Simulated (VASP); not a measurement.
A run of VASP 6.6.1 is set up as follows.

INCAR

```
PREC = Accurate
ENCUT = 520
EDIFF = 1E-6
ISMEAR = 0
SIGMA = 0.05
LREAL = F
LASPH = T
NELM = 150
ALGO = Normal
ISIF = 2
LWAVE = F
LCHARG = F
ISPIN = 2
MAGMOM = 7 0
LORBIT = 11
LMAXMIX = 6
GGA = PE
NBANDS = 24
```

Contents of KPOINTS:

```
Automatic mesh
0
Gamma
  10 10 10
```

File POSCAR:

```
EuOs
1.0
    3.4560940622      0.0000000000      0.0000000000
    0.0000000000      3.4560940622      0.0000000000
    0.0000000000      0.0000000000      3.4560940622
Eu Os
1 1
Direct
    0.0000000000      0.0000000000      0.0000000000
    0.5000000000      0.5000000000      0.5000000000
```

Potentials or basis: VASP PAW PBE potentials, release 64 (Eu, Os).

Run with:

```bash
$ cat potpaw_PBE.64/Eu/POTCAR potpaw_PBE.64/Os/POTCAR > POTCAR
$ mpirun -np 1 vasp_std > vasp.out
```

**Question.** What does it give for the net moment?

**Answer.** 5.79 μB per cell.

**Question.** Predict the site moments.

**Answer.** Eu +6.26; Os -0.73 μB.

**Question.** Predict the pressure.

**Answer.** 0.2 GPa.

 The state reached can hang on the start; a lower one may exist.
